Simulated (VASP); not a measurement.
Write the native input for VASP 6.6.1 that does the following.

- Task: single point
- Functional: PBE
- Potentials or basis: VASP PAW PBE potentials, release 64 (Hg, Mn_pv)
- Cutoff: 520 eV
- k mesh: 7 × 7 × 7
- Occupations: fermi-dirac, width 0.05 eV
- Spin: collinear spin, ferromagnetic start
- Starting moments: [0.0, 4.0] μB
- Dipole correction: no
- Further INCAR settings: ALGO = Normal; EDIFF = 1e-06; NBANDS = 24

The structure of MnHg lies in POSCAR:

```
MnHg
1.0
    3.2880000000      0.0000000000      0.0000000000
    0.0000000000      3.2880000000      0.0000000000
    0.0000000000      0.0000000000      3.3130000000
Hg Mn
1 1
Direct
    0.0000000000      0.0000000000      0.0000000000
    0.5000000000      0.5000000000      0.5000000000
```

One way to write it, as run:

INCAR

```
SYSTEM = MnHg
ALGO = Normal
EDIFF = 1E-6
ENCUT = 520
GGA = PE
ISIF = 2
ISMEAR = -1
ISPIN = 2
LASPH = .TRUE.
LCHARG = .TRUE.
LELF = .TRUE.
LMAXMIX = 4
LORBIT = 11
LREAL = .FALSE.
LVHAR = .TRUE.
LWAVE = .FALSE.
MAGMOM = 0 4
NBANDS = 24
NELM = 150
PREC = Accurate
SIGMA = 0.05
```

KPOINTS

```
k-points
0
G
  7 7 7
  0 0 0
```

Potentials or basis: VASP PAW PBE potentials, release 64 (Hg, Mn_pv).

Run with:

```sh
$ cat potpaw_PBE.64/Hg/POTCAR potpaw_PBE.64/Mn_pv/POTCAR > POTCAR
$ mpirun -np 1 vasp_std > vasp.out
```

Results of the run:

```yaml
Pressure: 2.5 GPa
Net_moment: 3.91 μB per cell
Site_moments: Hg -0.06; Mn +3.82 μB
Valence_electrons_inside_the_program's_atomic_spheres: Hg 10.61; Mn 11.41
```

Run time: 22 s on 1 thread of Intel(R) Xeon(R) 6975P-C (Granite Rapids), on a shared host, peak memory 0.19 GiB.
